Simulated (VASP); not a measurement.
# Si (Fmmm) in VASP: a series of runs

Runs on Si. Level: LDA. Tasks: single point.

Everything below comes from runs of VASP 6.6.1. Logs are shortened: lines on timing, memory, paths and dates and some standing lists are left out, and cuts for length are marked.

### Step 1. The cell of the first run

It takes space group Fmmm (No. 69, orthorhombic). Conventional cell: a = 2.641 Å, b = 4.429 Å, c = 4.774 Å, α = 90.00°, β = 90.00°, γ = 90.00°. Si (site symmetry mmm) has 14 Si at 2.58 to 3.26 Å within 3.4 Å.

### Step 2. Single point, LDA (strain -0.0750 x Voigt [0, 0, 0, 0, 0, 1])

File INCAR:

```
ALGO = Normal
EDIFF = 1E-6
ENCUT = 520
ISIF = 2
ISMEAR = 0
LASPH = T
LCHARG = F
LREAL = F
LWAVE = F
NBANDS = 8
NELM = 100
PREC = Accurate
SIGMA = 0.15
```

File KPOINTS:

```
k-points
0
Gamma
  22 22 22
```

File POSCAR:

```
Si
1.0
   -1.6879242399      1.6879242399      1.3203298500
    1.6879242399     -1.6879242399      1.3203298500
    1.5659056201      1.5659056201     -1.3203298500
Si
1
Direct
    0.0000000000      0.0000000000      0.0000000000
```

Potentials or basis: VASP PAW LDA potentials, release 64 (Si).

Launch:

```bash
cat potpaw_LDA.64/Si/POTCAR > POTCAR
mpirun -np 1 vasp_std > vasp.out
```

OUTCAR:

```text
EDIFF = 1E-6
   ENCUT = 520
   ISIF = 2
   ISMEAR = 0
   LASPH = T
   LREAL = F
   NELM = 100
   PREC = Accurate

 ion  position               nearest neighbor table
   1  0.000  0.000  0.000-

  LATTYP: Found a face centered orthorhombic cell.
 ALAT       =     2.6406597000
 B/A-ratio  =     1.6772513061
 C/A-ratio  =     1.8079462131

  Lattice vectors:

 A1 = (   3.2538298600,  -0.1220186198,   0.0000000000)
 A2 = (   1.6879242399,  -1.6879242399,  -1.3203298500)
 A3 = (   1.5659056201,   1.5659056201,  -1.3203298500)

Analysis of symmetry for initial positions (statically):
=====================================================================
 Subroutine PRICEL returns:
 Original cell was already a primitive cell.

 Routine SETGRP: Setting up the symmetry group for a
 face centered orthorhombic supercell.

 Subroutine GETGRP returns: Found  8 space group operations
 (whereof  8 operations were pure point group operations)
 out of a pool of  8 trial point group operations.

The static configuration has the point symmetry D_2h.

Analysis of symmetry for dynamics (positions and initial velocities):
=====================================================================
 Subroutine PRICEL returns:
 Original cell was already a primitive cell.

 Routine SETGRP: Setting up the symmetry group for a
 face centered orthorhombic supercell.

 Subroutine GETGRP returns: Found  8 space group operations
 (whereof  8 operations were pure point group operations)
 out of a pool of  8 trial point group operations.

The dynamic configuration has the point symmetry D_2h.

 Subroutine INISYM returns: Found  8 space group operations
 (whereof  8 operations are pure point group operations),
 and found     1 'primitive' translations

----------------------------------------------------------------------------------------

                                     Primitive cell

  volume of cell :      13.9592

  direct lattice vectors                    reciprocal lattice vectors
    -1.687924240  1.687924240  1.320329850     0.011541110  0.307762936  0.378693249
     1.687924240 -1.687924240  1.320329850     0.307762936  0.011541110  0.378693249
     1.565905620  1.565905620 -1.320329850     0.319304046  0.319304046  0.000000000

  length of vectors
     2.727901646  2.727901646  2.578253621     0.488118631  0.488118631  0.451564112

  position of ions in fractional coordinates (direct lattice)
     0.000000000  0.000000000  0.000000000

  ion indices of the primitive-cell ions
   primitive index   ion index
                 1           1

----------------------------------------------------------------------------------------

 KPOINTS: k-points

Automatic generation of k-mesh.
 Grid dimensions read from file:
 generate k-points for:   22   22   22

 Generating k-lattice:

  Cartesian coordinates                     Fractional coordinates (reciprocal lattice)
     0.000524596  0.013989224  0.017213329     0.045454545 -0.000000000  0.000000000
     0.013989224  0.000524596  0.017213329    -0.000000000  0.045454545  0.000000000
     0.014513820  0.014513820  0.000000000     0.000000000  0.000000000  0.045454545

  Length of vectors
     0.022187211  0.022187211  0.020525641

  Shift w.r.t. Gamma in fractional coordinates (k-lattice)
     0.000000000  0.000000000  0.000000000

 Subroutine IBZKPT returns following result:
 ===========================================

 Found   1530 irreducible k-points:

 Following reciprocal coordinates:
            Coordinates               Weight
  0.000000  0.000000  0.000000      1.000000
  0.045455  0.000000  0.000000      8.000000
  0.090909  0.000000  0.000000      8.000000
  0.136364  0.000000 -0.000000      8.000000
  0.181818  0.000000 -0.000000      8.000000
  0.227273 -0.000000  0.000000      8.000000
[... 16 lines left out ...]
  0.500000  0.045455 -0.000000      8.000000
 -0.454545  0.045455 -0.000000      8.000000
 [... further k-points ...]
   k-points           NKPTS =   1530   k-points in BZ     NKDIM =   1530   number of bands    NBANDS=      8
   number of dos      NEDOS =    301   number of ions     NIONS =      1
   total plane-waves  NPLWV =   8000
   dimension x,y,z NGX =    20 NGY =   20 NGZ =   20
   dimension x,y,z NGXF=    40 NGYF=   40 NGZF=   40
   ions per type =               1
   NGX,Y,Z   is equivalent  to a cutoff of  12.19, 12.19, 12.90 a.u.
   NGXF,Y,Z  is equivalent  to a cutoff of  24.38, 24.38, 25.79 a.u.
 SYSTEM =  unknown system
   PREC   = accura    normal or accurate (medium, high low for compatibility)
   ISTART =      0    job   : 0-new  1-cont  2-samecut
   ICHARG =      2    charge: 1-file 2-atom 10-const
   ISPIN  =      1    spin polarized calculation?
   LNONCOLLINEAR =      F non collinear calculations
   LSORBIT =      F    spin-orbit coupling
   LASPH  =      T    aspherical Exc in radial PAW
   ENCUT  =  520.0 eV  38.22 Ry    6.18 a.u.   5.07  5.07  4.79*2*pi/ulx,y,z
   NELM   =    100;   NELMIN=  2; NELMDL= -5     # of ELM steps
   EDIFF  = 0.1E-05   stopping-criterion for ELM
   LREAL  =      F    real-space projection
   EDIFFG = 0.1E-04   stopping-criterion for IOM
   NSW    =      0    number of steps for IOM
   IBRION =     -1    ionic relax: 0-MD 1-quasi-New 2-CG
   NFREE  =      0    steps in history (QN), initial steepest desc. (CG)
   ISIF   =      2    stress and relaxation
   ISYM   =      2    0-nonsym 1-usesym 2-fastsym
   POTIM  = 0.5000    time-step for ionic-motion
   TEBEG  =    0.0;   TEEND  =   0.0 temperature during run
   PSTRESS=    0.0 pullay stress
   NELECT =       4.0000    total number of electrons
   NUPDOWN=      -1.0000    fix difference up-down
   EMIN   =  10.00;   EMAX   =-10.00  energy-range for DOS
   EFERMI =   0.00;   METHOD = LEGACY
   ISMEAR =     0;   SIGMA  =   0.15  broadening in eV -4-tet -1-fermi 0-gaus
   EFERMI_NEDOS =   21; number of points for ismear=-14 and -15
   IALGO  =     38    algorithm
   IMIX   =      4    mixing-type and parameters
     AMIX     =   0.40;   BMIX     =  1.00
     AMIX_MAG =   1.60;   BMIX_MAG =  1.00
  volume/ion in A,a.u.               =      13.96        94.20
  Fermi-wavevector in a.u.,A,eV,Ry     =   1.079298  2.039577 15.849197  1.164883
  Thomas-Fermi vector in A             =   2.215259
   LORBIT       =      0    0 simple, 1 ext, 2 COOP (PROOUT), +10 PAW based schemes
   GGA     = CA    functional components
   LHFCALC =     F    Hartree Fock is set to
   AEXX    =    0.0000 exact exchange contribution
   IVDW    =     0    specifies the selected vdW correction
   LEPSILON=     F    determine dielectric tensor
   LRPA    =     F    only Hartree local field effects (RPA)
 non-spin polarized calculation
 Gauss-broadening in eV      SIGMA  =   0.15
  energy-cutoff  :      520.00
  volume of cell :       13.96
 maximum number of plane-waves:       390
   NGX = 11   NGY = 11   NGZ =  9

 number of electron       4.0000000 magnetization

 Free energy of the ion-electron system (eV)
  ---------------------------------------------------
  ext. energy  EPLUGINS =         0.00000000
  ---------------------------------------------------
  free energy    TOTEN  =        -5.55223399 eV

  energy without entropy =       -5.54727335  energy(sigma->0) =       -5.54975367

 E-fermi :  10.5341     XC(G=0): -11.3963

 val. band max:       10.5315895251   @ k =  -0.1364  -0.2727   0.0455
 cond. band min:      10.5343459580   @ k =   0.1364   0.1364   0.1818
 fundamental gap:      0.0027564329
 Fermi energy:        10.5341135098

 k-point     1 :       0.0000    0.0000    0.0000
  band No.  band energies     occupation
      1      -4.1521      2.00000
      2      18.9027      0.00000
      3      19.6595      0.00000
      4      22.3319      0.00000
      5      24.1027      0.00000
      6      24.2904      0.00000
      7      25.1085      0.00000
      8      26.4204      0.00000

 k-point     2 :       0.0455    0.0000    0.0000
  band No.  band energies     occupation
      1      -4.0809      2.00000
      2      18.3430      0.00000
      3      20.1454      0.00000
      4      22.0898      0.00000
      5      23.1905      0.00000
      6      24.9532      0.00000
      7      25.1053      0.00000
      8      26.0076      0.00000

 k-point     3 :       0.0909    0.0000    0.0000
  band No.  band energies     occupation
      1      -3.8671      2.00000
      2      17.5795      0.00000
      3      20.3372      0.00000
      4      21.5369      0.00000
      5      22.0527      0.00000
      6      24.8202      0.00000
      7      25.2272      0.00000
      8      25.9953      0.00000

 k-point     4 :       0.1364    0.0000   -0.0000
  band No.  band energies     occupation
      1      -3.5113      2.00000
      2      16.8854      0.00000
      3      19.3396      0.00000
      4      20.2252      0.00000
      5      21.9527      0.00000
      6      24.2317      0.00000
      7      25.0559      0.00000
      8      27.1895      0.00000

 k-point     5 :       0.1818    0.0000   -0.0000
  band No.  band energies     occupation
      1      -3.0142      2.00000
      2      16.2903      0.00000
      3      17.3770      0.00000
      4      19.5422      0.00000
      5      21.2657      0.00000
      6      23.5346      0.00000
      7      25.8314      0.00000
      8      28.1508      0.00000
[... 177 lines left out ...]
 k-point    22 :       0.4545    0.0455   -0.0000
  band No.  band energies     occupation
      1       3.7715      2.00000
      2       4.9190      2.00000
      3      14.3328      0.00000
      4      16.7433      0.00000
      5      18.1261      0.00000
      6      20.2883      0.00000
      7      28.7699      0.00000
      8      32.8436      0.00000

 k-point    23 :       0.5000    0.0455   -0.0000
  band No.  band energies     occupation
      1       3.3885      2.00000
      2       5.3385      2.00000
      3      14.0238      0.00000
      4      16.9305      0.00000
      5      18.2378      0.00000
      6      20.3719      0.00000
      7      29.2414      0.00000
      8      32.4268      0.00000

 k-point    24 :      -0.4545    0.0455   -0.0000
  band No.  band energies     occupation
      1       2.0413      2.00000
      2       6.9689      2.00000
      3      13.8259      0.00000
      4      17.2189      0.00000
      5      18.4500      0.00000
      6      20.6371      0.00000
      7      29.4933      0.00000
      8      32.4320      0.00000

 [... further k-points ...]
[... 5 lines left out ...]
  --------------------------------------------------------------------------------------
  -------------------------------------------------------------------------------------
  Total        0.0633547      0.0633547     -0.0073414      0.3378155      0.0000000     -0.0000000
  in kB        7.2715701      7.2715701     -0.8426152     38.7729833      0.0000000     -0.0000000
  external PRESSURE =       4.5668417 kB  Pullay stress =       0.0000000 kB

 VOLUME and BASIS-vectors are now :
 -----------------------------------------------------------------------------
  energy-cutoff  :      520.00
  volume of cell :       13.96
      direct lattice vectors                 reciprocal lattice vectors
    -1.687924240  1.687924240  1.320329850     0.011541110  0.307762936  0.378693249
     1.687924240 -1.687924240  1.320329850     0.307762936  0.011541110  0.378693249
     1.565905620  1.565905620 -1.320329850     0.319304046  0.319304046  0.000000000

 POSITION                                       TOTAL-FORCE (eV/Angst)
 -----------------------------------------------------------------------------------
      0.00000      0.00000      0.00000         0.000000      0.000000      0.000000
 -----------------------------------------------------------------------------------
    total drift:                                0.000000      0.000000      0.000000

  FREE ENERGIE OF THE ION-ELECTRON SYSTEM (eV)
  ---------------------------------------------------
  free  energy   TOTEN  =        -5.5522339932 eV

  energy  without entropy=       -5.5472733467  energy(sigma->0) =       -5.54975367
```

Run time: 58 s. Hardware: 1 thread of AMD EPYC 9R45 (Zen 5), shared host; peak memory 0.21 GiB.

Results:

- Free energy: -5.5522 eV
- Pressure: 0.5 GPa
- Band gap on the k mesh: zero (band 2 reaches 18.99 eV, above the bottom of band 3 at 6.75 eV)

Levels at points of the mesh, in eV from the Fermi level:
| k point | band 1 | band 2 | band 3 | band 4 | band 5 | band 6 | band 7 |
| --- | --- | --- | --- | --- | --- | --- | --- |
| (0.00, 0.00, 0.00) | -14.69 | 8.37 | 9.13 | 11.80 | 13.57 | 13.76 | 14.57 |
| (0.50, 0.00, 0.00) | -6.42 | -6.05 | 4.48 | 6.18 | 6.99 | 9.56 | 18.80 |
| (0.50, 0.50, 0.00) | -9.27 | -7.50 | 9.68 | 11.48 | 12.26 | 12.64 | 18.55 |
| (0.00, 0.00, 0.50) | -7.71 | -7.16 | 8.26 | 11.03 | 11.05 | 11.50 | 15.79 |
| (0.50, 0.50, 0.50) | -2.86 | -1.79 | -1.44 | 1.30 | 4.13 | 6.57 | 23.76 |

Caveat: the cell differs from its parent crystal (strain -0.0750 x Voigt [0, 0, 0, 0, 0, 1]).

### Step 3. Single point, LDA (strain +0.0937 x Voigt [0, 0, 0, 0, 0, 1])

File INCAR:

```
PREC = Accurate
ENCUT = 520
EDIFF = 1E-7
ISMEAR = 0
SIGMA = 0.15
LREAL = F
LASPH = T
NELM = 80
ALGO = Normal
ISIF = 2
LWAVE = F
LCHARG = F
GGA = CA
NBANDS = 8
```

File KPOINTS:

```
Automatic mesh
0
Gamma
  22 22 22
```

File POSCAR:

```
Si
1.0
   -1.5506939655      1.5506939655      1.3203298500
    1.5506939655     -1.5506939655      1.3203298500
    1.7031358945      1.7031358945     -1.3203298500
Si
1
Direct
    0.0000000000      0.0000000000      0.0000000000
```

Potentials or basis: VASP PAW LDA potentials, release 64 (Si).

Launch:

```bash
cat potpaw_LDA.64/Si/POTCAR > POTCAR
mpirun -np 1 vasp_std > vasp.out
```

It took 70 s on 1 thread of AMD EPYC 9R45 (Zen 5), shared host; peak memory 0.21 GiB.

It converged, with:

```yaml
Free_energy: -5.5452 eV
Pressure: 0.8 GPa
Band_gap_on_the_k_mesh: zero (band 2 reaches 18.65 eV, above the bottom of band 3 at 6.81 eV)
```

Stress tensor (GPa, compression positive):
```
 1.01 -4.53  0.00
-4.53  1.01  0.00
 0.00  0.00  0.48
```

Levels at points of the mesh, in eV from the Fermi level:
```csv
k point,band 1,band 2,band 3,band 4,band 5,band 6,band 7
"(0.00, 0.00, 0.00)",-14.70,7.96,8.90,12.23,13.78,13.84,14.42
"(0.50, 0.00, 0.00)",-6.43,-6.06,4.34,6.09,7.19,9.69,18.85
"(0.50, 0.50, 0.00)",-7.50,-7.11,8.09,10.84,10.92,11.49,15.45
"(0.00, 0.00, 0.50)",-9.46,-7.54,9.86,11.47,12.41,12.85,18.65
"(0.50, 0.50, 0.50)",-2.97,-1.64,-1.41,1.32,4.11,6.56,23.44
```

Caveat: the cell differs from its parent crystal (strain +0.0937 x Voigt [0, 0, 0, 0, 0, 1]).
